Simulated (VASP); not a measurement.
# Dy (P6_3/mmc) in VASP: single point with PBE

Aim: the single point of Dy with PBE.

Program: VASP 6.6.1. These are calculated values, not measurements. Logs are shortened: lines on timing, memory, paths and dates and some standing lists are left out, and cuts for length are marked.

**1. The cell of the first run**

The structure is hexagonal, space group P6_3/mmc (No. 194). The conventional cell has a = 3.632 Å, b = 3.632 Å, c = 5.857 Å, α = 90.00°, β = 90.00°, γ = 120.00°. Within 4.7 Å of Dy (site symmetry -6m2) lie 12 Dy at 3.60 to 3.63 Å.

**2. Single point, PBE, collinear spin, ferromagnetic start**

Contents of INCAR:

```
SYSTEM = Dy
PREC = Accurate
ENCUT = 520
EDIFF = 1E-6
ISMEAR = 0
SIGMA = 0.05
LREAL = .False.
LASPH = .True.
NELM = 150
ALGO = Normal
ISIF = 2
LWAVE = .False.
LCHARG = .False.
ISPIN = 2
MAGMOM = 5 5
LORBIT = 11
LMAXMIX = 6
GGA = PE
NBANDS = 31
```

Contents of KPOINTS:

```
Automatic mesh
0
Gamma
  14 14 8
  0 0 0
```

Contents of POSCAR:

```
Dy
1.0
    3.6320619026      0.0000000000      0.0000000000
   -1.8160309513      3.1454578757      0.0000000000
    0.0000000000      0.0000000000      5.8566793034
Dy
2
Direct
    0.3333333333      0.6666666667      0.7500000000
    0.6666666667      0.3333333333      0.2500000000
```

Potentials or basis: VASP PAW PBE potentials, release 64 (Dy).

Started as:

```bash
$ cat potpaw_PBE.64/Dy/POTCAR > POTCAR
$ mpirun -np 1 vasp_std > vasp.out
```

OUTCAR:

```text
SYSTEM = Dy
   PREC = Accurate
   ENCUT = 520
   EDIFF = 1E-6
   ISMEAR = 0
   LREAL = .False.
   LASPH = .True.
   NELM = 150
   ISIF = 2
   ISPIN = 2
   LORBIT = 11
   GGA = PE

 ion  position               nearest neighbor table
   1  0.333  0.667  0.750-
   2  0.667  0.333  0.250-

  LATTYP: Found a hexagonal cell.
 ALAT       =     3.6320619026
 C/A-ratio  =     1.6124943518

  Lattice vectors:

 A1 = (   3.6320619026,   0.0000000000,   0.0000000000)
 A2 = (  -1.8160309513,   3.1454578757,   0.0000000000)
 A3 = (   0.0000000000,   0.0000000000,   5.8566793034)

Analysis of symmetry for initial positions (statically):
=====================================================================
 Subroutine PRICEL returns:
 Original cell was already a primitive cell.

 Routine SETGRP: Setting up the symmetry group for a
 hexagonal supercell.

 Subroutine GETGRP returns: Found 24 space group operations
 (whereof 12 operations were pure point group operations)
 out of a pool of 24 trial point group operations.

The static configuration has the point symmetry D_3d.
 The point group associated with its full space group is D_6h.

Analysis of symmetry for dynamics (positions and initial velocities):
=====================================================================
 Subroutine PRICEL returns:
 Original cell was already a primitive cell.

 Routine SETGRP: Setting up the symmetry group for a
 hexagonal supercell.

 Subroutine GETGRP returns: Found 24 space group operations
 (whereof 12 operations were pure point group operations)
 out of a pool of 24 trial point group operations.

The dynamic configuration has the point symmetry D_3d.
 The point group associated with its full space group is D_6h.

Analysis of structural, dynamic, and magnetic symmetry:
=====================================================================
 Subroutine PRICEL returns:
 Original cell was already a primitive cell.

 Routine SETGRP: Setting up the symmetry group for a
 hexagonal supercell.

 Subroutine GETGRP returns: Found 24 space group operations
 (whereof 12 operations were pure point group operations)
 out of a pool of 24 trial point group operations.

The overall configuration has the point symmetry D_3d.
 The point group associated with its full space group is D_6h.

 Subroutine INISYM returns: Found 24 space group operations
 (whereof 12 operations are pure point group operations),
 and found     1 'primitive' translations

----------------------------------------------------------------------------------------

                                     Primitive cell

  volume of cell :      66.9096

  direct lattice vectors                    reciprocal lattice vectors
     3.632061903  0.000000000  0.000000000     0.275325704  0.158959369  0.000000000
    -1.816030951  3.145457876  0.000000000     0.000000000  0.317918739  0.000000000
     0.000000000  0.000000000  5.856679303     0.000000000  0.000000000  0.170745221

  length of vectors
     3.632061903  3.632061903  5.856679303     0.317918739  0.317918739  0.170745221

  position of ions in fractional coordinates (direct lattice)
     0.333333333  0.666666667  0.750000000
     0.666666667  0.333333333  0.250000000

  ion indices of the primitive-cell ions
   primitive index   ion index
                 1           1
                 2           2

----------------------------------------------------------------------------------------

 KPOINTS: Automatic mesh

Automatic generation of k-mesh.
 Grid dimensions read from file:
 generate k-points for:   14   14    8

 Generating k-lattice:

  Cartesian coordinates                     Fractional coordinates (reciprocal lattice)
     0.019666122  0.011354241  0.000000000     0.071428571  0.000000000  0.000000000
     0.000000000  0.022708481  0.000000000     0.000000000  0.071428571  0.000000000
     0.000000000  0.000000000  0.021343153     0.000000000  0.000000000  0.125000000

  Length of vectors
     0.022708481  0.022708481  0.021343153

  Shift w.r.t. Gamma in fractional coordinates (k-lattice)
     0.000000000  0.000000000  0.000000000

 Subroutine IBZKPT returns following result:
 ===========================================

 Found    120 irreducible k-points:

 Following reciprocal coordinates:
            Coordinates               Weight
  0.000000  0.000000  0.000000      1.000000
  0.071429  0.000000  0.000000      6.000000
  0.142857  0.000000  0.000000      6.000000
  0.214286  0.000000  0.000000      6.000000
  0.285714  0.000000  0.000000      6.000000
  0.357143  0.000000  0.000000      6.000000
[... 16 lines left out ...]
  0.285714  0.285714  0.000000      6.000000
  0.357143  0.285714  0.000000      6.000000
 [... further k-points ...]
   k-points           NKPTS =    120   k-points in BZ     NKDIM =    120   number of bands    NBANDS=     31
   number of dos      NEDOS =    301   number of ions     NIONS =      2
   total plane-waves  NPLWV =  37632
   dimension x,y,z NGX =    28 NGY =   28 NGZ =   48
   dimension x,y,z NGXF=    56 NGYF=   56 NGZF=   96
   ions per type =               2
   NGX,Y,Z   is equivalent  to a cutoff of  12.82, 12.82, 13.63 a.u.
   NGXF,Y,Z  is equivalent  to a cutoff of  25.63, 25.63, 27.25 a.u.
 SYSTEM =  Dy
   PREC   = accura    normal or accurate (medium, high low for compatibility)
   ISTART =      0    job   : 0-new  1-cont  2-samecut
   ICHARG =      2    charge: 1-file 2-atom 10-const
   ISPIN  =      2    spin polarized calculation?
   LNONCOLLINEAR =      F non collinear calculations
   LSORBIT =      F    spin-orbit coupling
   LASPH  =      T    aspherical Exc in radial PAW
   ENCUT  =  520.0 eV  38.22 Ry    6.18 a.u.   6.75  6.75 10.89*2*pi/ulx,y,z
   NELM   =    150;   NELMIN=  2; NELMDL= -5     # of ELM steps
   EDIFF  = 0.1E-05   stopping-criterion for ELM
   LREAL  =      F    real-space projection
   EDIFFG = 0.1E-04   stopping-criterion for IOM
   NSW    =      0    number of steps for IOM
   IBRION =     -1    ionic relax: 0-MD 1-quasi-New 2-CG
   NFREE  =      0    steps in history (QN), initial steepest desc. (CG)
   ISIF   =      2    stress and relaxation
   ISYM   =      2    0-nonsym 1-usesym 2-fastsym
   POTIM  = 0.5000    time-step for ionic-motion
   TEBEG  =    0.0;   TEEND  =   0.0 temperature during run
   PSTRESS=    0.0 pullay stress
   NELECT =      40.0000    total number of electrons
   NUPDOWN=      -1.0000    fix difference up-down
   EMIN   =  10.00;   EMAX   =-10.00  energy-range for DOS
   EFERMI =   0.00;   METHOD = LEGACY
   ISMEAR =     0;   SIGMA  =   0.05  broadening in eV -4-tet -1-fermi 0-gaus
   EFERMI_NEDOS =   21; number of points for ismear=-14 and -15
   IALGO  =     38    algorithm
   IMIX   =      4    mixing-type and parameters
     AMIX     =   0.40;   BMIX     =  1.00
     AMIX_MAG =   1.60;   BMIX_MAG =  1.00
  volume/ion in A,a.u.               =      33.45       225.76
  Fermi-wavevector in a.u.,A,eV,Ry     =   1.379109  2.606138 25.877493  1.901942
  Thomas-Fermi vector in A             =   2.504109
   LORBIT       =     11    0 simple, 1 ext, 2 COOP (PROOUT), +10 PAW based schemes
   GGA     = PE    functional components
   LHFCALC =     F    Hartree Fock is set to
   AEXX    =    0.0000 exact exchange contribution
   IVDW    =     0    specifies the selected vdW correction
   LEPSILON=     F    determine dielectric tensor
   LRPA    =     F    only Hartree local field effects (RPA)
 spin polarized calculation
 Gauss-broadening in eV      SIGMA  =   0.05
  energy-cutoff  :      520.00
  volume of cell :       66.91
 maximum number of plane-waves:      1822
 NGX is ok and might be reduce to    28
   NGX = 13   NGY = 13   NGZ = 21

 number of electron      40.0000009 magnetization      10.0967227

 number of electron      40.0000009 magnetization       9.7457696

 Free energy of the ion-electron system (eV)
  ---------------------------------------------------
  ext. energy  EPLUGINS =         0.00000000
  ---------------------------------------------------
  free energy    TOTEN  =       -15.73942936 eV

  energy without entropy =      -15.72038248  energy(sigma->0) =      -15.72990592

 E-fermi :   2.5185     XC(G=0):  -9.8803

 val. band max:        2.5165195124   @ k =   0.2143   0.0000   0.1250
 cond. band min:       2.5187514189   @ k =   0.2143   0.1429   0.2500
 fundamental gap:      0.0022319066
 Fermi energy:         2.5185359847

 spin component 1

 k-point     1 :       0.0000    0.0000    0.0000
  band No.  band energies     occupation
      1     -44.6605      1.00000
      2     -44.6142      1.00000
      3     -20.9064      1.00000
      4     -20.3185      1.00000
      5     -20.2190      1.00000
      6     -20.2190      1.00000
[... 23 lines left out ...]
     30       5.1461      0.00000
     31       5.6920      0.00000

 k-point     2 :       0.0714    0.0000    0.0000
  band No.  band energies     occupation
      1     -44.6586      1.00000
      2     -44.6134      1.00000
      3     -20.8971      1.00000
      4     -20.3223      1.00000
      5     -20.2404      1.00000
      6     -20.2259      1.00000
[... 23 lines left out ...]
     30       5.2587      0.00000
     31       5.5131      0.00000

 k-point     3 :       0.1429    0.0000    0.0000
  band No.  band energies     occupation
      1     -44.6534      1.00000
      2     -44.6111      1.00000
      3     -20.8701      1.00000
      4     -20.3338      1.00000
      5     -20.3004      1.00000
      6     -20.2449      1.00000
[... 23 lines left out ...]
     30       5.1955      0.00000
     31       5.2886      0.00000

 k-point     4 :       0.2143    0.0000    0.0000
  band No.  band energies     occupation
      1     -44.6455      1.00000
      2     -44.6081      1.00000
      3     -20.8283      1.00000
      4     -20.3872      1.00000
      5     -20.3532      1.00000
      6     -20.3061      1.00000
[... 635 lines left out ...]
     30       7.2773      0.00000
     31       7.6633      0.00000

 k-point    23 :       0.2857    0.2857    0.0000
  band No.  band energies     occupation
      1     -44.6120      1.00000
      2     -44.6035      1.00000
      3     -20.6051      1.00000
      4     -20.5700      1.00000
      5     -20.5075      1.00000
      6     -20.4977      1.00000
[... 23 lines left out ...]
     30       7.1612      0.00000
     31       7.3911      0.00000

 k-point    24 :       0.3571    0.2857    0.0000
  band No.  band energies     occupation
      1     -44.6088      1.00000
      2     -44.6050      1.00000
      3     -20.5733      1.00000
      4     -20.5697      1.00000
      5     -20.5259      1.00000
      6     -20.4807      1.00000
[... 23 lines left out ...]
     30       7.4209      0.00000
     31       7.4823      0.00000

 [... further k-points ...]

 spin component 2

 k-point     1 :       0.0000    0.0000    0.0000
  band No.  band energies     occupation
      1     -42.5596      1.00000
      2     -42.5053      1.00000
      3     -19.3845      1.00000
      4     -18.7104      1.00000
      5     -18.7104      1.00000
      6     -18.7052      1.00000
[... 23 lines left out ...]
     30       5.7775      0.00000
     31       6.4450      0.00000

 k-point     2 :       0.0714    0.0000    0.0000
  band No.  band energies     occupation
      1     -42.5574      1.00000
      2     -42.5043      1.00000
      3     -19.3737      1.00000
      4     -18.7353      1.00000
      5     -18.7184      1.00000
      6     -18.7095      1.00000
[... 23 lines left out ...]
     30       5.9011      0.00000
     31       6.2570      0.00000

 k-point     3 :       0.1429    0.0000    0.0000
  band No.  band energies     occupation
      1     -42.5512      1.00000
      2     -42.5016      1.00000
      3     -19.3424      1.00000
      4     -18.8052      1.00000
      5     -18.7403      1.00000
      6     -18.7226      1.00000
[... 23 lines left out ...]
     30       5.8494      0.00000
     31       6.0076      0.00000

 k-point     4 :       0.2143    0.0000    0.0000
  band No.  band energies     occupation
      1     -42.5419      1.00000
      2     -42.4980      1.00000
      3     -19.2938      1.00000
      4     -18.9061      1.00000
      5     -18.8150      1.00000
      6     -18.7707      1.00000
[... 635 lines left out ...]
     30       7.9963      0.00000
     31       8.3754      0.00000

 k-point    23 :       0.2857    0.2857    0.0000
  band No.  band energies     occupation
      1     -42.5024      1.00000
      2     -42.4924      1.00000
      3     -19.1189      1.00000
      4     -19.0433      1.00000
      5     -19.0346      1.00000
      6     -18.9600      1.00000
[... 23 lines left out ...]
     30       7.8796      0.00000
     31       8.1098      0.00000

 k-point    24 :       0.3571    0.2857    0.0000
  band No.  band energies     occupation
      1     -42.4986      1.00000
      2     -42.4942      1.00000
      3     -19.1185      1.00000
      4     -19.0125      1.00000
      5     -19.0039      1.00000
      6     -18.9978      1.00000
[... 23 lines left out ...]
     30       8.1493      0.00000
     31       8.2083      0.00000

 [... further k-points ...]
[... 5 lines left out ...]
  --------------------------------------------------------------------------------------
  -------------------------------------------------------------------------------------
  Total        0.3072588      0.3072588      0.3769164     -0.0000000     -0.0000000      0.0000000
  in kB        7.3574324      7.3574324      9.0254119     -0.0000000     -0.0000000      0.0000000
  external PRESSURE =       7.9134256 kB  Pullay stress =       0.0000000 kB

 VOLUME and BASIS-vectors are now :
 -----------------------------------------------------------------------------
  energy-cutoff  :      520.00
  volume of cell :       66.91
      direct lattice vectors                 reciprocal lattice vectors
     3.632061903  0.000000000  0.000000000     0.275325704  0.158959369  0.000000000
    -1.816030951  3.145457876  0.000000000     0.000000000  0.317918739  0.000000000
     0.000000000  0.000000000  5.856679303     0.000000000  0.000000000  0.170745221

 POSITION                                       TOTAL-FORCE (eV/Angst)
 -----------------------------------------------------------------------------------
     -0.00000      2.09697      4.39251         0.000000     -0.000000      0.000000
      1.81603      1.04849      1.46417        -0.000000      0.000000      0.000000
 -----------------------------------------------------------------------------------
    total drift:                               -0.000000      0.000000     -0.000000

  FREE ENERGIE OF THE ION-ELECTRON SYSTEM (eV)
  ---------------------------------------------------
  free  energy   TOTEN  =       -15.7394293609 eV

  energy  without entropy=      -15.7203824755  energy(sigma->0) =      -15.72990592

 total charge

# of ion       s       p       d       f       tot
--------------------------------------------------
    1        2.161   5.808   0.490   9.276  17.737
    2        2.161   5.808   0.490   9.276  17.737
--------------------------------------------------
tot          4.323  11.617   0.981  18.553  35.474

 magnetization (x)

# of ion       s       p       d       f       tot
--------------------------------------------------
    1        0.010  -0.042   0.098   4.574   4.640
    2        0.010  -0.042   0.098   4.574   4.640
--------------------------------------------------
tot          0.019  -0.084   0.197   9.148   9.279
```

Wall time 31 min (1 thread of Intel Xeon Platinum 8259CL at 2.50GHz (Skylake/Cascade Lake), shared host); peak memory 0.5 GiB.

What came out:

* Free energy: -15.7394 eV
* Pressure: 0.8 GPa
* Net moment: 9.75 μB per cell
* Site moments: Dy +4.64 μB
* Valence electrons inside the program's atomic spheres: Dy 17.74

Levels at points of the mesh, in eV from the Fermi level:
Spin up:
| k point | band 21 | band 22 | band 23 | band 24 | band 25 | band 26 | band 27 | band 28 | band 29 | band 30 |
| --- | --- | --- | --- | --- | --- | --- | --- | --- | --- | --- |
| (0.00, 0.00, 0.00) | -2.84 | -2.66 | -2.66 | -2.09 | 0.84 | 2.01 | 2.01 | 2.08 | 2.63 | 2.63 |
| (0.50, 0.00, 0.00) | -2.54 | -2.54 | -1.85 | -1.19 | -0.87 | 0.04 | 1.38 | 1.68 | 2.20 | 5.85 |
| (0.00, 0.00, 0.50) | -2.90 | -2.90 | -2.64 | -2.64 | 0.97 | 0.97 | 1.93 | 1.93 | 1.93 | 1.93 |
| (0.50, 0.00, 0.50) | -2.53 | -2.53 | -1.80 | -1.80 | 0.07 | 0.07 | 1.56 | 1.56 | 3.09 | 3.09 |
Spin down:
| k point | band 12 | band 13 | band 14 | band 15 | band 16 | band 17 | band 18 | band 19 |
| --- | --- | --- | --- | --- | --- | --- | --- | --- |
| (0.00, 0.00, 0.00) | -0.54 | -0.41 | -0.36 | 0.02 | 0.02 | 0.07 | 0.07 | 0.62 |
| (0.50, 0.00, 0.00) | -0.50 | -0.47 | -0.25 | -0.20 | 0.04 | 0.10 | 0.11 | 0.15 |
| (0.00, 0.00, 0.50) | -0.64 | -0.37 | -0.37 | 0.05 | 0.05 | 0.05 | 0.05 | 0.68 |
| (0.50, 0.00, 0.50) | -0.53 | -0.22 | -0.22 | -0.04 | -0.04 | 0.13 | 0.13 | 0.54 |

Caveat: the magnetic or orbital state may not be the lowest; spin-orbit coupling is left out, which moves the levels of the heavy elements. The state reached can hang on the start; a lower one may exist.
